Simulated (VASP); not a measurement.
# SiMo6 in VASP: further runs

The runs below take SiMo6 through single point, relaxation of the atoms, with PBEsol.

Program: VASP 6.6.1. These are calculated values, not measurements. Logs are shortened: lines on timing, memory, paths and dates and some standing lists are left out, and cuts for length are marked.

## (1) The cell of the first run

The cell holds a slab with vacuum, 7 atoms: a = 4.426 Å, b = 4.426 Å, c = 19.725 Å, α = 90.00°, β = 90.00°, γ = 120.00°.

## (2) Single point, PBEsol

File INCAR:

```
SYSTEM = SiMo6
ALGO = Normal
DIPOL = 0.5 0.5 0.343
EDIFF = 1E-6
ENCUT = 520
GGA = PS
IDIPOL = 3
ISIF = 2
ISMEAR = 0
LASPH = .True.
LCHARG = .False.
LDIPOL = .True.
LREAL = .False.
LWAVE = .False.
NBANDS = 53
NELM = 80
PREC = Accurate
SIGMA = 0.1
```

File KPOINTS:

```
k-points
0
Gamma
  6 6 1
  0 0 0
```

File POSCAR:

```
SiMo6
1.0
    4.4256825773      0.0000000000      0.0000000000
   -2.2128412886      3.8327535410      0.0000000000
    0.0000000000      0.0000000000     19.7247696212
Mo Si
6 1
Direct
    0.6666666667      0.3333333333      0.2027907082
    0.3333333333      0.6666666666      0.2485904154
    0.0000000000      0.0000000000      0.2943901226
    0.6666666667      0.3333333333      0.3368101106
    0.3333333333      0.6666666666      0.3772266206
    0.0000000000      0.0000000000      0.4169767140
    0.2222222222      0.1111111111      0.5262728068
```

Potentials or basis: VASP PAW PBE potentials, release 64 (Mo_sv, Si).

Launch:

```
> cat potpaw_PBE.64/Mo_sv/POTCAR potpaw_PBE.64/Si/POTCAR > POTCAR
> mpirun -np 1 vasp_std > vasp.out
```

OUTCAR:

```text
SYSTEM = SiMo6
   EDIFF = 1E-6
   ENCUT = 520
   GGA = PS
   ISIF = 2
   ISMEAR = 0
   LASPH = .True.
   LREAL = .False.
   NELM = 80
   PREC = Accurate

 ion  position               nearest neighbor table
   1  0.667  0.333  0.203-   4 2.64   2 2.71   2 2.71   2 2.71   3 3.13   3 3.13   3 3.13
   2  0.333  0.667  0.249-   5 2.54   3 2.71   1 2.71   3 2.71   1 2.71   1 2.71   3 2.71   4 3.09
                             4 3.09   4 3.09
   3  0.000  0.000  0.294-   6 2.42   4 2.69   4 2.69   4 2.69   2 2.71   2 2.71   2 2.71   5 3.03
                             5 3.03   5 3.03   1 3.13   1 3.13   1 3.13
   4  0.667  0.333  0.337-   1 2.64   5 2.68   5 2.68   5 2.68   3 2.69   3 2.69   3 2.69   6 3.00
                             6 3.00   6 3.00   2 3.09   2 3.09   2 3.09
   5  0.333  0.667  0.377-   2 2.54   6 2.67   6 2.67   6 2.67   4 2.68   4 2.68   4 2.68   3 3.03
                             3 3.03   3 3.03
   6  0.000  0.000  0.417-   7 2.32   3 2.42   5 2.67   5 2.67   5 2.67   4 3.00   4 3.00   4 3.00

   7  0.222  0.111  0.526-   6 2.32

  LATTYP: Found a hexagonal cell.
 ALAT       =     4.4256825773
 C/A-ratio  =     4.4568875595

  Lattice vectors:

 A1 = (   4.4256825773,   0.0000000000,   0.0000000000)
 A2 = (  -2.2128412886,   3.8327535410,   0.0000000000)
 A3 = (   0.0000000000,   0.0000000000,  19.7247696212)

Analysis of symmetry for initial positions (statically):
=====================================================================
 Subroutine PRICEL returns:
 Original cell was already a primitive cell.

 Routine SETGRP: Setting up the symmetry group for a
 hexagonal supercell.

 Subroutine GETGRP returns: Found  2 space group operations
 (whereof  2 operations were pure point group operations)
 out of a pool of 24 trial point group operations.

The static configuration has the point symmetry C_1h.

Analysis of symmetry for dynamics (positions and initial velocities):
=====================================================================
 Subroutine PRICEL returns:
 Original cell was already a primitive cell.

 Routine SETGRP: Setting up the symmetry group for a
 hexagonal supercell.

 Subroutine GETGRP returns: Found  2 space group operations
 (whereof  2 operations were pure point group operations)
 out of a pool of 24 trial point group operations.

The dynamic configuration has the point symmetry C_1h.

 Subroutine INISYM returns: Found  2 space group operations
 (whereof  2 operations are pure point group operations),
 and found     1 'primitive' translations

[... 104 lines left out ...]
   NUPDOWN=      -1.0000    fix difference up-down
   EMIN   =  10.00;   EMAX   =-10.00  energy-range for DOS
   EFERMI =   0.00;   METHOD = LEGACY
   ISMEAR =     0;   SIGMA  =   0.10  broadening in eV -4-tet -1-fermi 0-gaus
   EFERMI_NEDOS =   21; number of points for ismear=-14 and -15
   IALGO  =     38    algorithm
   IMIX   =      4    mixing-type and parameters
     AMIX     =   0.40;   BMIX     =  1.00
     AMIX_MAG =   1.60;   BMIX_MAG =  1.00
  volume/ion in A,a.u.               =      47.80       322.55
  Fermi-wavevector in a.u.,A,eV,Ry     =   1.048901  1.982136 14.969052  1.100194
  Thomas-Fermi vector in A             =   2.183842
   LORBIT       =      0    0 simple, 1 ext, 2 COOP (PROOUT), +10 PAW based schemes
   GGA     = PS    functional components
   LHFCALC =     F    Hartree Fock is set to
   AEXX    =    0.0000 exact exchange contribution
   IVDW    =     0    specifies the selected vdW correction
   LEPSILON=     F    determine dielectric tensor
   LRPA    =     F    only Hartree local field effects (RPA)
 non-spin polarized calculation
 Gauss-broadening in eV      SIGMA  =   0.10
  energy-cutoff  :      520.00
  volume of cell :      334.58
 maximum number of plane-waves:      9055
 NGX is ok and might be reduce to    36
   NGX = 17   NGY = 17   NGZ = 73

 dipolmoment           0.000000      0.000000     -0.003277 electrons x Angstroem

 number of electron      88.0000012 magnetization

 dipolmoment           0.000000      0.000000      0.100561 electrons x Angstroem

 Free energy of the ion-electron system (eV)
  ---------------------------------------------------
  ext. energy  EPLUGINS =         0.00000000
  ---------------------------------------------------
  free energy    TOTEN  =       -67.33589194 eV

  energy without entropy =      -67.28858833  energy(sigma->0) =      -67.31224014

 E-fermi :   1.0381     XC(G=0):  -5.6260

 val. band max:        1.0377513702   @ k =   0.0000   0.1667   0.0000
 cond. band min:       1.0561865468   @ k =   0.3333   0.3333   0.0000
 fundamental gap:      0.0184351766
 Fermi energy:         1.0380500824

 k-point     1 :       0.0000    0.0000    0.0000
  band No.  band energies     occupation
      1     -60.0186      2.00000
      2     -59.7653      2.00000
      3     -59.6983      2.00000
      4     -59.6514      2.00000
      5     -59.5196      2.00000
      6     -59.2198      2.00000
[... 717 lines left out ...]
     52       2.4945      0.00000
     53       2.7619      0.00000

------------------------ aborting loop because EDIFF is reached ----------------------------------------

 vacuum level on the upper side and lower side of the slab       (xc-potential included)         0.339        -0.661

  FORCE on cell =-STRESS in cart. coord.  units (eV):
  Direction    XX          YY          ZZ          XY          YZ          ZX
  --------------------------------------------------------------------------------------
  -------------------------------------------------------------------------------------
  Total       -5.7585048     -6.3498342     -1.0121022      0.5121062      0.7798802      1.3507916
  in kB      -27.5751081    -30.4067406     -4.8465404      2.4522657      3.7345251      6.4683848
  external PRESSURE =     -20.9427964 kB  Pullay stress =       0.0000000 kB

 VOLUME and BASIS-vectors are now :
 -----------------------------------------------------------------------------
  energy-cutoff  :      520.00
  volume of cell :      334.58
      direct lattice vectors                 reciprocal lattice vectors
     4.425682577  0.000000000  0.000000000     0.225953846  0.130454514  0.000000000
    -2.212841289  3.832753541  0.000000000     0.000000000  0.260909028  0.000000000
     0.000000000  0.000000000 19.724769621     0.000000000  0.000000000  0.050697677

 POSITION                                       TOTAL-FORCE (eV/Angst)
 -----------------------------------------------------------------------------------
      2.21284      1.27758      4.00000        -0.009318     -0.005380      1.942941
      0.00000      2.55517      4.90339        -0.064974     -0.037513     -0.430960
      0.00000      0.00000      5.80678         0.276873      0.159853     -2.348494
      2.21284      1.27758      6.64350        -0.012301     -0.007102     -0.780370
      0.00000      2.55517      7.44071        -0.236671     -0.136642      1.478412
      0.00000      0.00000      8.22477        -0.676985     -0.390857      0.115197
      0.73761      0.42586     10.38061         0.723377      0.417642      0.023273
 -----------------------------------------------------------------------------------
    total drift:                               -0.000187     -0.000106     -0.000063

  FREE ENERGIE OF THE ION-ELECTRON SYSTEM (eV)
  ---------------------------------------------------
  free  energy   TOTEN  =       -67.3358919422 eV

  energy  without entropy=      -67.2885883292  energy(sigma->0) =      -67.31224014

 vacuum level on the upper side and lower side of the slab         5.685         4.633
```

OSZICAR:

```text
N       E                     dE             d eps       ncg     rms          rms(c)
DAV:   1     0.866594548658E+03    0.86659E+03   -0.54373E+04  1818   0.147E+03
DAV:   2    -0.338801087032E+02   -0.90047E+03   -0.88098E+03  1557   0.425E+02
DAV:   3    -0.722651201402E+02   -0.38385E+02   -0.37158E+02  1821   0.716E+01
[... 23 lines left out ...]
DAV:  27    -0.673358747922E+02   -0.12173E-04   -0.97710E-07  1124   0.354E-03    0.324E-03
DAV:  28    -0.673358845041E+02   -0.97120E-05   -0.12144E-06  1052   0.388E-03    0.148E-03
DAV:  29    -0.673358898472E+02   -0.53431E-05   -0.45243E-07   956   0.183E-03    0.105E-03
DAV:  30    -0.673358913124E+02   -0.14652E-05   -0.17465E-07   916   0.120E-03    0.727E-04
DAV:  31    -0.673358919422E+02   -0.62975E-06   -0.14419E-07   924   0.102E-03
   1 F= -.67335892E+02 E0= -.67312240E+02  d E =-.473036E-01
```

Run time: 15 min. Hardware: 1 thread of Intel Xeon 8259CL, shared host; peak memory 0.56 GiB.

What came out:

```
Free energy            : -67.3359 eV
Largest force          : 2.370 eV/Å
Band gap on the k mesh : zero (bands 44 and 45 overlap by 0.07 eV)
```

Forces on the atoms (eV/Å):
```
Mo  -0.009 -0.005  1.943
Mo  -0.065 -0.038 -0.431
Mo   0.277  0.160 -2.348
Mo  -0.012 -0.007 -0.780
Mo  -0.237 -0.137  1.478
Mo  -0.677 -0.391  0.115
Si   0.723  0.418  0.023
```

Caveat: the PAW data sets were made with another functional, which shifts forces and pressure a little.

## (3) Relaxation of the atoms, PBEsol

File INCAR:

```
SYSTEM = SiMo6
ALGO = Normal
DIPOL = 0.5 0.5 0.339
EDIFF = 1E-6
EDIFFG = -0.025
ENCUT = 520
GGA = PS
IBRION = 2
IDIPOL = 3
ISIF = 2
ISMEAR = 0
KPAR = 4
LASPH = .TRUE.
LCHARG = .FALSE.
LDIPOL = .TRUE.
LREAL = .FALSE.
LWAVE = .FALSE.
NELM = 60
NSW = 36
PREC = Accurate
SIGMA = 0.1
```

File KPOINTS:

```
k-points
0
G
  6 6 1
  0 0 0
```

File POSCAR:

```
SiMo6
1.0
    4.4256825773      0.0000000000      0.0000000000
   -2.2128412886      3.8327535410      0.0000000000
    0.0000000000      0.0000000000     19.7247696212
Mo Si
6 1
Selective dynamics
Direct
    0.6666666667      0.3333333333      0.2027907082  F F F
    0.3333333333      0.6666666667      0.2485904154  F F F
    0.0000000000      0.0000000000      0.2943901226  F F F
    0.6666666667      0.3333333333      0.3368101106  F F F
    0.3333333333      0.6666666667      0.3772266206  F F F
    0.0000000000      0.0000000000      0.4169767140  F F F
    0.4444444444      0.2222222222      0.4950511367  F F T
```

Potentials or basis: VASP PAW PBE potentials, release 64 (Mo_sv, Si).

Launch:

```
> cat potpaw_PBE.64/Mo_sv/POTCAR potpaw_PBE.64/Si/POTCAR > POTCAR
> mpirun -np 4 vasp_std > vasp.out
```

Run time: 4.9 min. Hardware: 4 MPI ranks of AMD EPYC 7R43 (Zen 3), shared host; peak memory 0.58 GiB.

Results (log left out):

```yaml
Free_energy: -68.8890 eV
Energy_gained_by_relaxing: 10.7 meV/atom
Ionic_steps: 3
Band_gap_on_the_k_mesh: zero (bands 44 and 45 overlap by 0.02 eV)
```

Step by step:
```csv
step,energy change (eV),largest force on free atoms (eV/Å),pressure (GPa)
1,0.0000,0.9336,-1.87
2,-0.0366,0.6867,-1.69
3,-0.0746,0.0017,-1.16
```

Final structure:
```cif
data_structure
_symmetry_space_group_name_H-M 'P 1'
_symmetry_Int_Tables_number 1
_cell_length_a 4.4257
_cell_length_b 4.4257
_cell_length_c 19.7248
_cell_angle_alpha 90.000
_cell_angle_beta 90.000
_cell_angle_gamma 120.000
_cell_volume 334.58
loop_
_atom_site_label
_atom_site_type_symbol
_atom_site_fract_x
_atom_site_fract_y
_atom_site_fract_z
_atom_site_occupancy
Mo1 Mo 0.66667 0.33333 0.20279 1
Mo2 Mo 0.33333 0.66667 0.24859 1
Mo3 Mo 0.00000 0.00000 0.29439 1
Mo4 Mo 0.66667 0.33333 0.33681 1
Mo5 Mo 0.33333 0.66667 0.37723 1
Mo6 Mo 0.00000 0.00000 0.41698 1
Si1 Si 0.44444 0.22222 0.48732 1
```

Levels at points of the mesh, in eV from the Fermi level:
```tsv
k point	band 42	band 43	band 44	band 45	band 46	band 47
(0.00, 0.00, 0.00)	-1.25	-0.78	-0.07	0.29	0.93	1.23
(0.50, 0.00, 0.00)	-0.68	-0.53	0.02	0.08	0.49	0.58
(0.00, 0.50, 0.00)	-0.59	-0.42	-0.01	0.09	0.25	0.86
```

Caveat: the PAW data sets were made with another functional, which shifts forces and pressure a little.
